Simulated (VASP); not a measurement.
Write the native input for VASP 6.6.1 that does the following.

```yaml
Task: density of states
Functional: PBE
Potentials_or_basis: VASP PAW PBE potentials, release 64 (Mo_sv)
Cutoff: 520 eV
k_mesh: 18 × 18 × 16
Occupations: fermi-dirac, width 0.08 eV
Spin: no spin polarisation
Dipole_correction: no
k_mesh_for_the_DOS: 27 × 27 × 24
Occupations_for_the_DOS: tetrahedron
Further_INCAR_settings: ALGO = Normal; EDIFF = 1e-06; NBANDS = 13
```

The system is Mo.

```xyz
1
Lattice="2.7254 0.0000 0.0000 -1.3627 2.3603 0.0000 0.0000 0.0000 2.4808" Properties=species:S:1:pos:R:3 pbc="T T T"
Mo    0.0000    0.0000    0.0000
```

This cell differs from its parent crystal: volume scaled by 0.95.

One way to write it, as run:

POSCAR

```
Mo
1.0
    2.7254141585      0.0000000000      0.0000000000
   -1.3627070792      2.3602778971      0.0000000000
    0.0000000000      0.0000000000      2.4807768205
Mo
1
Direct
    0.0000000000      0.0000000000      0.0000000000
```

INCAR.step1

```
PREC = Accurate ; ENCUT = 520
EDIFF = 1E-6 ; ISMEAR = -1
SIGMA = 0.08 ; LREAL = F
LASPH = T ; NELM = 100
ALGO = Normal ; ISIF = 2
LWAVE = F ; LCHARG = T
LMAXMIX = 4 ; GGA = PE
NBANDS = 13
```

KPOINTS.step1

```
Automatic mesh
0
Gamma
  18 18 16
```

INCAR.step2

```
PREC = Accurate ; ENCUT = 520
EDIFF = 1E-6 ; ISMEAR = -5
SIGMA = 0.08 ; LREAL = F
LASPH = T ; NELM = 100
ALGO = Normal ; ISIF = 2
LWAVE = F ; LCHARG = F
LMAXMIX = 4 ; GGA = PE
LORBIT = 11 ; NBANDS = 13
NEDOS = 1001 ; ICHARG = 11
```

KPOINTS.step2

```
Automatic mesh
0
Gamma
  27 27 24
```

Potentials or basis: VASP PAW PBE potentials, release 64 (Mo_sv).

The run is started by

```bash
$ cat potpaw_PBE.64/Mo_sv/POTCAR > POTCAR
$ cp INCAR.step1 INCAR
$ cp KPOINTS.step1 KPOINTS
$ mpirun -np 1 vasp_std > vasp.out
$ cp INCAR.step2 INCAR
$ cp KPOINTS.step2 KPOINTS
$ mpirun -np 1 vasp_std > vasp.out
```

It gave:

```yaml
Valence_electrons_inside_the_program's_atomic_spheres: Mo 12.68
```

It took 47 s on 1 thread of Intel(R) Xeon(R) 6975P-C (Granite Rapids), on a shared host, peak memory 0.31 GiB.
